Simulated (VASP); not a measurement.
**La: single point with PBE**

Crystal: La.

```
La
1.0
     3.77629    0.00000    0.00000
    -1.88815    3.27036    0.00000
     0.00000    0.00000    6.07760
La
2
Cartesian
  0.0000 2.1802 1.5194
  1.8881 1.0901 4.5582
```

```json
{"Program": "VASP 6.6.1", "Task": "single point", "Functional": "PBE", "Potentials or basis": "VASP PAW PBE potentials, release 64 (La)", "Cutoff": "520 eV", "k mesh": "12 × 12 × 7", "Occupations": "fermi-dirac, width 0.08 eV", "Spin": "no spin polarisation"}
```

* Pressure: 0.2 GPa
* Band gap on the k mesh: zero (band 11 reaches 8.87 eV, above the bottom of band 12 at 7.54 eV)

Levels at points of the mesh, in eV from the Fermi level:
```
           k point  band 9  band 10  band 11  band 12  band 13  band 14
(0.00, 0.00, 0.00)   -3.17    -1.73     1.12     1.32     1.32     1.55
(0.50, 0.00, 0.00)   -1.56    -1.14    -1.11     1.17     1.21     1.32
```

It took 64 s on 1 thread of Intel(R) Xeon(R) 6975P-C (Granite Rapids), with other jobs on the host, peak memory 0.25 GiB.

Caveat: spin-orbit coupling is left out, which moves the levels of the heavy elements.
